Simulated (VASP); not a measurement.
Wanted: the native input for a VASP 6.6.1 run.

```yaml
Task: single point
Functional: PBE
Potentials_or_basis: VASP PAW PBE potentials, release 64 (Hf_pv, O)
Cutoff: 520 eV
k_mesh: 12 × 12 × 12
Occupations: gaussian, width 0.1 eV
Spin: no spin polarisation
Dipole_correction: no
Further_INCAR_settings: ALGO = Normal; EDIFF = 1e-07; NBANDS = 26
```

The structure of Hf3O lies in POSCAR:

```
Hf3O
1.0
    4.2170534946      0.0000000000      0.0000000000
    0.0000000000      4.2170534946      0.0000000000
    0.0000000000      0.0000000000      4.2170534946
Hf O
3 1
Direct
    0.0000000000      0.5000000000      0.5000000000
    0.5000000000      0.0000000000      0.5000000000
    0.5000000000      0.5000000000      0.0000000000
    0.0000000000      0.0000000000      0.0000000000
```

These files were run (other wordings do the same):

INCAR

```
ALGO     = Normal         # electronic algorithm
EDIFF    = 1E-7           # SCF threshold, eV
ENCUT    = 520            # plane-wave cutoff, eV
GGA      = PE             # functional
ISIF     = 2              # what is computed and relaxed
ISMEAR   = 0              # smearing method
LASPH    = T              # aspherical terms in the spheres
LCHARG   = F              # write CHGCAR
LREAL    = F              # projectors in reciprocal space
LWAVE    = F              # write WAVECAR
NBANDS   = 26             # bands
NELM     = 100            # most SCF steps
PREC     = Accurate       # precision mode
SIGMA    = 0.1            # smearing width, eV
```

KPOINTS

```
k-points
0
Gamma
  12 12 12
```

Potentials or basis: VASP PAW PBE potentials, release 64 (Hf_pv, O).

Run with:

```sh
$ cat potpaw_PBE.64/Hf_pv/POTCAR potpaw_PBE.64/O/POTCAR > POTCAR
$ mpirun -np 1 vasp_std > vasp.out
```

It gave:

```yaml
Pressure: -0.5 GPa
Band_gap_on_the_k_mesh: zero (band 18 reaches 5.73 eV, above the bottom of band 19 at 3.02 eV)
```

Caveat: spin-orbit coupling is left out, which moves the levels of the heavy elements.

Wall time 59 s on 1 thread of Intel(R) Xeon(R) 6975P-C (Granite Rapids) (shared host), peak memory 0.26 GiB.
